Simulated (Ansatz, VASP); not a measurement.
# Mg in VASP and in Ansatz

```
Mg
1.0
     3.38792    0.00000    0.00000
    -1.69396    2.93403    0.00000
     0.00000    0.00000    4.67532
Mg
2
Direct
  0.33333 0.66667 0.25000
  0.66667 0.33333 0.75000
```

Alike in both runs: task single point; functional PBE; k mesh 18 × 18 × 10; occupations gaussian, width 0.15 eV; no spin polarisation.

```csv
,VASP,Ansatz
version,VASP 6.6.1,Ansatz 0.2.0
potentials or method,"VASP PAW PBE potentials, release 64 (Mg), cutoff 520 eV","scalar-relativistic, plane waves, PAW"
valence electrons in the cell,4,20
```

VASP gave:

- gap on the k mesh at the Fermi level (eV): none
- pressure (GPa): 0.4
- traceless stress, the component that is largest in VASP (GPa): 4.73

Question: Estimate Ansatz's values.

Answer: gap on the k mesh at the Fermi level (eV): none; pressure (GPa): 0.5; traceless stress, the component that is largest in VASP (GPa): 4.72.

A gap of «none» marks a metal or a gap that the smearing closes. With one functional, cell and mesh, what is left measures potentials, basis and numerics. VASP's potentials hold 4 valence electrons a cell and Ansatz's 20, so a difference there can come from the potentials and not from the codes.
